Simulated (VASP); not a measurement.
Write the native input for VASP 6.6.1 that does the following.

| Item | Value |
| --- | --- |
| Task | single point |
| Functional | r2SCAN |
| Potentials or basis | VASP PAW PBE potentials, release 64 (Ge_d) |
| Cutoff | 520 eV |
| k mesh | 8 × 8 × 4 |
| Occupations | fermi-dirac, width 0.05 eV |
| Spin | no spin polarisation |
| Dipole correction | no |
| Further INCAR settings | ALGO = Normal; EDIFF = 1e-06; NBANDS = 36 |

The system is Ge.

```
Ge
1.0
     3.91598    0.00000    0.00000
    -1.95799    3.39134    0.00000
     0.00000    0.00000    6.46466
Ge
4
Direct
  0.33333 0.66667 0.93710
  0.66667 0.33333 0.43710
  0.33333 0.66667 0.56290
  0.66667 0.33333 0.06290
```

One way to write it, as run:

POSCAR

```
Ge
1.0
    3.9159795603      0.0000000000      0.0000000000
   -1.9579897802      3.3913377800      0.0000000000
    0.0000000000      0.0000000000      6.4646589660
Ge
4
Direct
    0.3333333333      0.6666666667      0.9370987500
    0.6666666667      0.3333333333      0.4370987500
    0.3333333333      0.6666666667      0.5629012500
    0.6666666667      0.3333333333      0.0629012500
```

INCAR.step1

```
SYSTEM = Ge
ALGO     = Normal         ! electronic algorithm
EDIFF    = 1E-4           ! SCF threshold, eV
ENCUT    = 520            ! plane-wave cutoff, eV
GGA      = PE             ! functional
ISMEAR   = -1             ! smearing method
LASPH    = .TRUE.         ! aspherical terms in the spheres
LCHARG   = .FALSE.        ! write CHGCAR
LREAL    = .FALSE.        ! projectors in reciprocal space
LWAVE    = .TRUE.         ! write WAVECAR
NBANDS   = 36             ! bands
NELM     = 100            ! most SCF steps
PREC     = Accurate       ! precision mode
SIGMA    = 0.05           ! smearing width, eV
```

INCAR.step2

```
SYSTEM = Ge
ALGO     = Normal         ! electronic algorithm
EDIFF    = 1E-6           ! SCF threshold, eV
ENCUT    = 520            ! plane-wave cutoff, eV
ISIF     = 2              ! what is computed and relaxed
ISMEAR   = -1             ! smearing method
ISTART   = 1            
LASPH    = .TRUE.         ! aspherical terms in the spheres
LCHARG   = .TRUE.         ! write CHGCAR
LELF     = .TRUE.         ! ELF
LMIXTAU  = .TRUE.       
LREAL    = .FALSE.        ! projectors in reciprocal space
LVHAR    = .TRUE.       
LWAVE    = .FALSE.        ! write WAVECAR
METAGGA  = R2SCAN         ! meta-GGA
NBANDS   = 36             ! bands
NELM     = 100            ! most SCF steps
PREC     = Accurate       ! precision mode
SIGMA    = 0.05           ! smearing width, eV
```

KPOINTS

```
k-points
0
G
  8 8 4
  0 0 0
```

Potentials or basis: VASP PAW PBE potentials, release 64 (Ge_d).

The run is started by

```console
$ cat potpaw_PBE.64/Ge_d/POTCAR > POTCAR
$ cp INCAR.step1 INCAR
$ mpirun -np 1 vasp_std > vasp.out
$ cp INCAR.step2 INCAR
$ mpirun -np 1 vasp_std > vasp.out
```

It gave:

```json
{
 "Pressure": "5.1 GPa",
 "Largest force": "0.039 eV/Å",
 "Band gap on the k mesh": "0.23 eV, direct"
}
```

Caveat: the PAW data sets were made with another functional, which shifts forces and pressure a little.

Wall time 4.9 min on 1 thread of Intel(R) Xeon(R) Platinum 8488C (Sapphire Rapids) (shared host), peak memory 0.24 GiB.
